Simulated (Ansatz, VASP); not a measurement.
CoSi2: VASP beside Ansatz

```
Co Si
1.0
     0.00000    2.74198    2.74198
     2.74198    0.00000    2.74198
     2.74198    2.74198    0.00000
Co Si
1 2
Direct
  0.00000 0.00000 0.00000
  0.25000 0.25000 0.25000
  0.75000 0.75000 0.75000
```

Alike in both runs: task single point; functional PBEsol; k mesh 14 × 14 × 14; occupations gaussian, width 0.1 eV; no spin polarisation.

```csv
,VASP,Ansatz
version,VASP 6.6.1,Ansatz 0.2.0
potentials or method,"VASP PAW PBE potentials, release 64 (Co, Si), cutoff 520 eV","scalar-relativistic, plane waves, PAW"
valence electrons in the cell,17,25
```

|  | VASP | Ansatz | Ansatz less VASP |
| --- | --- | --- | --- |
| gap on the k mesh at the Fermi level (eV) | none | none | - |
| pressure (GPa) | -14.9 | -14.9 | -0.07 |

VASP's potentials were made for PBE, not for PBEsol. A gap of «none» marks a metal or a gap that the smearing closes. VASP's potentials hold 17 valence electrons a cell and Ansatz's 25, so a difference there can come from the potentials and not from the codes.
